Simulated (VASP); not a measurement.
Runs of VASP 6.6.1 on Sc. The structure is that of space group Fd-3m (No. 227), or close to it. The cells are those of the table. This isn't the form of Sc at room conditions, which is hcp.

```csv
level,U,cell,smearing,gap on the mesh (eV),pressure (GPa)
PBEsol,-,"a = 3.261 Å, angles 60.0°, 2 atoms",fermi-dirac 0.05 eV,none,85.2
PBEsol,-,"a = 4.426 Å, angles 60.0°, 2 atoms",fermi-dirac 0.05 eV,none,(a)
PBEsol,-,"a = 4.274 Å, angles 60.0°, 2 atoms",fermi-dirac 0.05 eV,none,1.7
PBEsol+U,Sc d U = 4.0 eV,"a = 3.261 Å, angles 60.0°, 2 atoms",tetrahedron,none,122.5
```

Alike in all rows: task single point; potentials or basis VASP PAW PBE potentials, release 64 (Sc_sv); no spin polarisation; k mesh 11 × 11 × 11; cutoff (eV) 520.

Q: Fill in the values left out.

A: (a) 0.0.

Caveats: the PAW data sets were made with another functional, which shifts forces and pressure a little; atoms lie so close that the PAW spheres overlap strongly, which falsifies energies and pressures (at least some runs); the cell stands under pressure (at least some runs); U without spin polarisation on a metal has little footing (at least some runs); the U is typed as a test and isn't derived for this compound (at least some runs).

A gap of «none» marks levels without a gap at the run's occupations.
